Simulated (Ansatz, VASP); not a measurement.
One calculation of MgO, two programs

The input INCAR:

```
ALGO = Normal
EDIFF = 1E-7
ENCUT = 520
GGA = PE
ISIF = 2
ISMEAR = 0
LASPH = True
LCHARG = False
LREAL = False
LWAVE = False
NBANDS = 16
NELM = 100
PREC = Accurate
SIGMA = 0.02
```

KPOINTS

```
k-points
0
Gamma
  9 9 6
```

The input POSCAR:

```
MgO
1.0
    3.6089240446      0.0000000000      0.0000000000
   -1.8044620223      3.1254199029      0.0000000000
    0.0000000000      0.0000000000      4.2622287506
Mg O
2 2
Direct
    0.6666666700      0.3333333300      0.7500000000
    0.3333333300      0.6666666700      0.2500000000
    0.6666666700      0.3333333300      0.2500000000
    0.3333333300      0.6666666700      0.7500000000
```

Input for Ansatz:

```yaml
crystal:
  lattice:
    - [3.6089240446, 0.0, 0.0]
    - [-1.8044620223, 3.1254199029, 0.0]
    - [0.0, 0.0, 4.2622287506]
  atoms:
    - { symbol: Mg, position: [0.66666667, 0.33333333, 0.75] }
    - { symbol: Mg, position: [0.33333333, 0.66666667, 0.25] }
    - { symbol: O, position: [0.66666667, 0.33333333, 0.25] }
    - { symbol: O, position: [0.33333333, 0.66666667, 0.75] }
basis:
  ecutwfc: 420
kpoints:
  mp_grid: { grid: [9, 9, 6] }
hamiltonian:
  xc: pbe
scf:
  occupations: { method: gaussian, width: 0.02 }
output:
  forces: true
  stress: true
  eigenvalues: true
```

Alike in both runs: task single point; functional PBE; k mesh 9 × 9 × 6; occupations gaussian, width 0.02 eV; no spin polarisation.

```csv
,VASP,Ansatz
version,VASP 6.6.1,Ansatz 0.2.0
potentials or method,"VASP PAW PBE potentials, release 64 (Mg, O), cutoff 520 eV","scalar-relativistic, plane waves, PAW"
valence electrons in the cell,16,32
```

```csv
,VASP,Ansatz,Ansatz less VASP
gap on the k mesh at the Fermi level (eV),3.02,3.04,+0.017
least direct gap on the mesh (eV),3.02,3.04,+0.017
pressure (GPa),-6.5,-6.0,+0.51
"traceless stress, the component that is largest in VASP (GPa)",1.14,1.22,+0.079
```

With one functional, cell and mesh, what is left measures potentials, basis and numerics. VASP's potentials hold 16 valence electrons a cell and Ansatz's 32, so a difference there can come from the potentials and not from the codes.
